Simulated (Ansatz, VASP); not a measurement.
# Two plane-wave programs on CdF2

```
Cd F
1.0
     0.00000    2.73894    2.88931
     2.73894    0.00000    2.88931
     2.73894    2.73894    0.00000
Cd F
1 2
Direct
  0.00000 0.00000 0.00000
  0.25000 0.25000 0.25000
  0.75000 0.75000 0.75000
```

Alike in both runs: task single point; functional PBE; k mesh 8 × 8 × 8; occupations gaussian, width 0.05 eV; no spin polarisation.

|  | VASP | Ansatz |
| --- | --- | --- |
| version | VASP 6.6.1 | Ansatz 0.2.0 |
| potentials or method | VASP PAW PBE potentials, release 64 (Cd, F), cutoff 520 eV | scalar-relativistic, plane waves, PAW |
| valence electrons in the cell | 26 | 34 |

```csv
,VASP,Ansatz,Ansatz less VASP
gap on the k mesh at the Fermi level (eV),2.61,2.64,+0.027
least direct gap on the mesh (eV),3.20,3.23,+0.027
pressure (GPa),-3.9,-4.3,-0.38
"traceless stress, the component that is largest in VASP (GPa)",-3.57,-3.61,-0.042
```

With one functional, cell and mesh, what is left measures potentials, basis and numerics. VASP's potentials hold 26 valence electrons a cell and Ansatz's 34, so a difference there can come from the potentials and not from the codes.
